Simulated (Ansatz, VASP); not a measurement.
## Two plane-wave programs on Hf

Contents of INCAR:

```
PREC = Accurate
ENCUT = 520
EDIFF = 1E-6
ISMEAR = -1
SIGMA = 0.1
LREAL = False
LASPH = True
NELM = 100
ALGO = Normal
ISIF = 2
LWAVE = False
LCHARG = False
NBANDS = 28
```

The input KPOINTS:

```
regular mesh
0
Gamma
  13 13 4
```

File POSCAR:

```
Hf
1.0
    3.0690276257      0.0000000000      0.0000000000
   -1.5345138128      2.6578558888      0.0000000000
    0.0000000000      0.0000000000      9.8405434147
Hf
4
Direct
    0.0000000000      1.0000000000      1.0000000000
    0.0000000000      1.0000000000      0.5000000000
    0.3333333333      0.6666666667      0.2500000000
    0.6666666667      0.3333333333      0.7500000000
```

Input for Ansatz:

```yaml
crystal:
  lattice:
    - [3.0690276257, 0.0, 0.0]
    - [-1.5345138128, 2.6578558888, 0.0]
    - [0.0, 0.0, 9.8405434147]
  atoms:
    - { symbol: Hf, position: [0.0, 1.0, 1.0] }
    - { symbol: Hf, position: [0.0, 1.0, 0.5] }
    - { symbol: Hf, position: [0.3333333333, 0.6666666667, 0.25] }
    - { symbol: Hf, position: [0.6666666667, 0.3333333333, 0.75] }
hamiltonian:
  xc: lda
  pseudopotentials:
    kind: paw
    azcp:
      Hf: "pseudopotentials/Hf.paw.azcp"
basis:
  ecutwfc: 420
  fft_grid_basis: typed
kpoints:
  mp_grid: { grid: [13, 13, 4], shift: [0, 0, 0] }
magnetization:
  spin_polarized: false
scf:
  occupations: { method: fermi_dirac, width: 0.1 }
  lower_state_search: "off"
output:
  stress: true
  write_density: true
  write_potential: true
  elf: true
  volumetric_format: npy
```

Alike in both runs: task single point; functional LDA; k mesh 13 × 13 × 4; occupations fermi-dirac, width 0.1 eV; no spin polarisation.

```csv
,VASP,Ansatz
version,VASP 6.6.1,Ansatz 0.2.0
potentials or method,"VASP PAW LDA potentials, release 64 (Hf_pv), cutoff 520 eV","plane waves (420 eV) with PAW, scalar-relativistic"
valence electrons in the cell,40,104
```

```tsv
	VASP	Ansatz	Ansatz less VASP
pressure (GPa)	5.3	5.2	-0.07
traceless stress, the component that is largest in VASP (GPa)	0.14	0.15	+0.001
```

Ansatz warns that its potentials were made for another functional, while VASP's fit it. LDA's correlation is that of Perdew and Zunger in VASP and of Perdew and Wang (1992) in Ansatz. VASP's potentials hold 40 valence electrons a cell and Ansatz's 104, so a difference there can come from the potentials and not from the codes.

Neither program's run includes spin-orbit coupling.
